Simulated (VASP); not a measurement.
# Ag (Fm-3m) in VASP: single point with r2SCAN

Aim: the single point of Ag with r2SCAN.

All numbers are computed with VASP 6.6.1; they aren't measurements. Logs are shortened: lines on timing, memory, paths and dates and some standing lists are left out, and cuts for length are marked.

## Step 1: The cell of the first run

It takes space group Fm-3m (No. 225, cubic). Conventional cell: a = 4.174 Å, b = 4.174 Å, c = 4.174 Å, α = 90.00°, β = 90.00°, γ = 90.00°. Ag (site symmetry m-3m) has 12 Ag at 2.95 Å within 3.9 Å.

## Step 2: Single point, r2SCAN

POSCAR

```
Ag
1.0
    0.0000000000      2.0868259600      2.0868259600
    2.0868259600      0.0000000000      2.0868259600
    2.0868259600      2.0868259600      0.0000000000
Ag
1
Direct
    0.0000000000      0.0000000000      0.0000000000
```

INCAR.step1

```
SYSTEM = Ag
PREC = Accurate
ENCUT = 520
ISMEAR = -1
SIGMA = 0.1
LREAL = .False.
LASPH = .True.
NELM = 80
NBANDS = 12
GGA = PE
ALGO = Normal
EDIFF = 1E-4
LWAVE = .True.
LCHARG = .False.
```

INCAR.step2

```
SYSTEM = Ag
PREC = Accurate
ENCUT = 520
EDIFF = 1E-6
ISMEAR = -1
SIGMA = 0.1
LREAL = .False.
LASPH = .True.
NELM = 80
ALGO = Normal
ISIF = 2
LWAVE = .False.
LCHARG = .False.
METAGGA = R2SCAN
LMIXTAU = .True.
NBANDS = 12
ISTART = 1
```

KPOINTS

```
Automatic mesh
0
Gamma
  14 14 14
  0 0 0
```

Potentials or basis: VASP PAW PBE potentials, release 64 (Ag).

Started as:

```sh
cat potpaw_PBE.64/Ag/POTCAR > POTCAR
cp INCAR.step1 INCAR
mpirun -np 1 vasp_std > vasp.out
cp INCAR.step2 INCAR
mpirun -np 1 vasp_std > vasp.out
```

OUTCAR:

```text
SYSTEM = Ag
   PREC = Accurate
   ENCUT = 520
   EDIFF = 1E-6
   ISMEAR = -1
   LREAL = .False.
   LASPH = .True.
   NELM = 80
   ISIF = 2
   METAGGA = R2SCAN
   ISTART = 1

 ion  position               nearest neighbor table
   1  0.000  0.000  0.000-

  LATTYP: Found a face centered cubic cell.
 ALAT       =     4.1736519200

  Lattice vectors:

 A1 = (   0.0000000000,   2.0868259600,   2.0868259600)
 A2 = (   2.0868259600,   0.0000000000,   2.0868259600)
 A3 = (   2.0868259600,   2.0868259600,   0.0000000000)

Analysis of symmetry for initial positions (statically):
=====================================================================
 Subroutine PRICEL returns:
 Original cell was already a primitive cell.

 Routine SETGRP: Setting up the symmetry group for a
 face centered cubic supercell.

 Subroutine GETGRP returns: Found 48 space group operations
 (whereof 48 operations were pure point group operations)
 out of a pool of 48 trial point group operations.

The static configuration has the point symmetry O_h .

Analysis of symmetry for dynamics (positions and initial velocities):
=====================================================================
 Subroutine PRICEL returns:
 Original cell was already a primitive cell.

 Routine SETGRP: Setting up the symmetry group for a
 face centered cubic supercell.

 Subroutine GETGRP returns: Found 48 space group operations
 (whereof 48 operations were pure point group operations)
 out of a pool of 48 trial point group operations.

The dynamic configuration has the point symmetry O_h .

 Subroutine INISYM returns: Found 48 space group operations
 (whereof 48 operations are pure point group operations),
 and found     1 'primitive' translations

----------------------------------------------------------------------------------------

                                     Primitive cell

  volume of cell :      18.1756

  direct lattice vectors                    reciprocal lattice vectors
     0.000000000  2.086825960  2.086825960    -0.239598323  0.239598323  0.239598323
     2.086825960  0.000000000  2.086825960     0.239598323 -0.239598323  0.239598323
     2.086825960  2.086825960  0.000000000     0.239598323  0.239598323 -0.239598323

  length of vectors
     2.951217575  2.951217575  2.951217575     0.414996469  0.414996469  0.414996469

  position of ions in fractional coordinates (direct lattice)
     0.000000000  0.000000000  0.000000000

  ion indices of the primitive-cell ions
   primitive index   ion index
                 1           1

----------------------------------------------------------------------------------------

 KPOINTS: Automatic mesh

Automatic generation of k-mesh.
 Grid dimensions read from file:
 generate k-points for:   14   14   14

 Generating k-lattice:

  Cartesian coordinates                     Fractional coordinates (reciprocal lattice)
    -0.017114166  0.017114166  0.017114166     0.071428571  0.000000000  0.000000000
     0.017114166 -0.017114166  0.017114166     0.000000000  0.071428571  0.000000000
     0.017114166  0.017114166 -0.017114166     0.000000000  0.000000000  0.071428571

  Length of vectors
     0.029642605  0.029642605  0.029642605

  Shift w.r.t. Gamma in fractional coordinates (k-lattice)
     0.000000000  0.000000000  0.000000000

 Subroutine IBZKPT returns following result:
 ===========================================

 Found    104 irreducible k-points:

 Following reciprocal coordinates:
            Coordinates               Weight
  0.000000  0.000000  0.000000      1.000000
  0.071429  0.000000  0.000000      8.000000
  0.142857  0.000000  0.000000      8.000000
  0.214286  0.000000  0.000000      8.000000
  0.285714  0.000000  0.000000      8.000000
  0.357143  0.000000  0.000000      8.000000
[... 16 lines left out ...]
  0.214286  0.142857  0.000000     24.000000
  0.285714  0.142857  0.000000     24.000000
 [... further k-points ...]
   k-points           NKPTS =    104   k-points in BZ     NKDIM =    104   number of bands    NBANDS=     12
   number of dos      NEDOS =    301   number of ions     NIONS =      1
   total plane-waves  NPLWV =  13824
   dimension x,y,z NGX =    24 NGY =   24 NGZ =   24
   dimension x,y,z NGXF=    48 NGYF=   48 NGZF=   48
   ions per type =               1
   NGX,Y,Z   is equivalent  to a cutoff of  13.52, 13.52, 13.52 a.u.
   NGXF,Y,Z  is equivalent  to a cutoff of  27.04, 27.04, 27.04 a.u.
 SYSTEM =  Ag
   PREC   = accura    normal or accurate (medium, high low for compatibility)
   ISTART =      1    job   : 0-new  1-cont  2-samecut
   ICHARG =      0    charge: 1-file 2-atom 10-const
   ISPIN  =      1    spin polarized calculation?
   LNONCOLLINEAR =      F non collinear calculations
   LSORBIT =      F    spin-orbit coupling
   LASPH  =      T    aspherical Exc in radial PAW
   ENCUT  =  520.0 eV  38.22 Ry    6.18 a.u.   5.49  5.49  5.49*2*pi/ulx,y,z
   NELM   =     80;   NELMIN=  2; NELMDL=  0     # of ELM steps
   EDIFF  = 0.1E-05   stopping-criterion for ELM
   LREAL  =      F    real-space projection
[... 7 lines left out ...]
   TEBEG  =    0.0;   TEEND  =   0.0 temperature during run
   PSTRESS=    0.0 pullay stress
   NELECT =      11.0000    total number of electrons
   NUPDOWN=      -1.0000    fix difference up-down
   EMIN   =  10.00;   EMAX   =-10.00  energy-range for DOS
   EFERMI =   0.00;   METHOD = LEGACY
   ISMEAR =    -1;   SIGMA  =   0.10  broadening in eV -4-tet -1-fermi 0-gaus
   EFERMI_NEDOS =   21; number of points for ismear=-14 and -15
   IALGO  =     38    algorithm
   IMIX   =      4    mixing-type and parameters
     AMIX     =   0.40;   BMIX     =  1.00
     AMIX_MAG =   1.60;   BMIX_MAG =  1.00
  volume/ion in A,a.u.               =      18.18       122.65
  Fermi-wavevector in a.u.,A,eV,Ry     =   1.384765  2.616827 26.090190  1.917575
  Thomas-Fermi vector in A             =   2.509239
   LORBIT       =      0    0 simple, 1 ext, 2 COOP (PROOUT), +10 PAW based schemes
   METAGGA = R2SCAN    functional components
   LHFCALC =     F    Hartree Fock is set to
   AEXX    =    0.0000 exact exchange contribution
   IVDW    =     0    specifies the selected vdW correction
   LEPSILON=     F    determine dielectric tensor
   LRPA    =     F    only Hartree local field effects (RPA)
 non-spin polarized calculation
  energy-cutoff  :      520.00
  volume of cell :       18.18
 maximum number of plane-waves:       531
 NGX is ok and might be reduce to    24
   NGX = 11   NGY = 11   NGZ = 11

 number of electron      11.0000001 magnetization

 Free energy of the ion-electron system (eV)
  ---------------------------------------------------
  ext. energy  EPLUGINS =         0.00000000
  ---------------------------------------------------
  free energy    TOTEN  =       -21.34954624 eV

  energy without entropy =      -21.34025181  energy(sigma->0) =      -21.34489903

 E-fermi :   7.5340     XC(G=0): -12.5285

 val. band max:        7.4239965683   @ k =   0.5000   0.0000   0.0000
 cond. band min:       7.5385655951   @ k =   0.5000   0.2143   0.0714
 fundamental gap:      0.1145690267
 Fermi energy:         7.5340423244

 k-point     1 :       0.0000    0.0000    0.0000
  band No.  band energies     occupation
      1       0.0975      2.00000
      2       2.6661      2.00000
      3       2.6661      2.00000
      4       2.6661      2.00000
      5       3.5970      2.00000
      6       3.5970      2.00000
      7      24.0603      0.00000
      8      27.3850      0.00000
      9      27.3850      0.00000
     10      27.3850      0.00000
     11      32.2004      0.00000
     12      32.8549      0.00000

 k-point     2 :       0.0714    0.0000    0.0000
  band No.  band energies     occupation
      1       0.2534      2.00000
      2       2.6350      2.00000
      3       2.7064      2.00000
      4       2.7064      2.00000
      5       3.5828      2.00000
      6       3.5828      2.00000
      7      24.0182      0.00000
      8      26.0833      0.00000
      9      27.4068      0.00000
     10      27.4068      0.00000
     11      31.9217      0.00000
     12      32.7488      0.00000

 k-point     3 :       0.1429    0.0000    0.0000
  band No.  band energies     occupation
      1       0.6854      2.00000
      2       2.5880      2.00000
      3       2.7988      2.00000
      4       2.7988      2.00000
      5       3.5678      2.00000
      6       3.5678      2.00000
      7      22.7183      0.00000
      8      24.9433      0.00000
      9      27.4195      0.00000
     10      27.4195      0.00000
     11      30.8930      0.00000
     12      32.2584      0.00000
[... 286 lines left out ...]
 k-point    23 :       0.2143    0.1429    0.0000
  band No.  band energies     occupation
      1       1.3254      2.00000
      2       2.2708      2.00000
      3       3.0116      2.00000
      4       3.0732      2.00000
      5       3.4471      2.00000
      6       3.7997      2.00000
      7      22.3172      0.00000
      8      24.2883      0.00000
      9      24.4321      0.00000
     10      26.1611      0.00000
     11      28.8756      0.00000
     12      33.1438      0.00000

 k-point    24 :       0.2857    0.1429    0.0000
  band No.  band energies     occupation
      1       1.6852      2.00000
      2       2.3399      2.00000
      3       2.8847      2.00000
      4       3.1191      2.00000
      5       3.9523      2.00000
      6       4.0046      2.00000
      7      19.4960      0.00000
      8      23.6466      0.00000
      9      24.1210      0.00000
     10      25.9858      0.00000
     11      29.1638      0.00000
     12      32.8462      0.00000

 [... further k-points ...]
[... 5 lines left out ...]
  --------------------------------------------------------------------------------------
  -------------------------------------------------------------------------------------
  Total       -0.4933609     -0.4933609     -0.4933609     -0.0000000      0.0000000      0.0000000
  in kB      -43.4897197    -43.4897197    -43.4897197     -0.0000000      0.0000000      0.0000000
  external PRESSURE =     -43.4897197 kB  Pullay stress =       0.0000000 kB

 VOLUME and BASIS-vectors are now :
 -----------------------------------------------------------------------------
  energy-cutoff  :      520.00
  volume of cell :       18.18
      direct lattice vectors                 reciprocal lattice vectors
     0.000000000  2.086825960  2.086825960    -0.239598323  0.239598323  0.239598323
     2.086825960  0.000000000  2.086825960     0.239598323 -0.239598323  0.239598323
     2.086825960  2.086825960  0.000000000     0.239598323  0.239598323 -0.239598323

 POSITION                                       TOTAL-FORCE (eV/Angst)
 -----------------------------------------------------------------------------------
      0.00000      0.00000      0.00000         0.000000      0.000000      0.000000
 -----------------------------------------------------------------------------------
    total drift:                                0.000000      0.000000     -0.000000

  FREE ENERGIE OF THE ION-ELECTRON SYSTEM (eV)
  ---------------------------------------------------
  free  energy   TOTEN  =       -21.3495462444 eV

  energy  without entropy=      -21.3402518104  energy(sigma->0) =      -21.34489903
```

Run time: 76 s. Hardware: 1 thread of AMD EPYC 7R43 (Zen 3), shared host; peak memory 0.12 GiB.

Results:

```
Free energy : -21.3495 eV
Pressure    : -4.3 GPa
```

Caveat: the PAW data sets were made with another functional, which shifts forces and pressure a little.
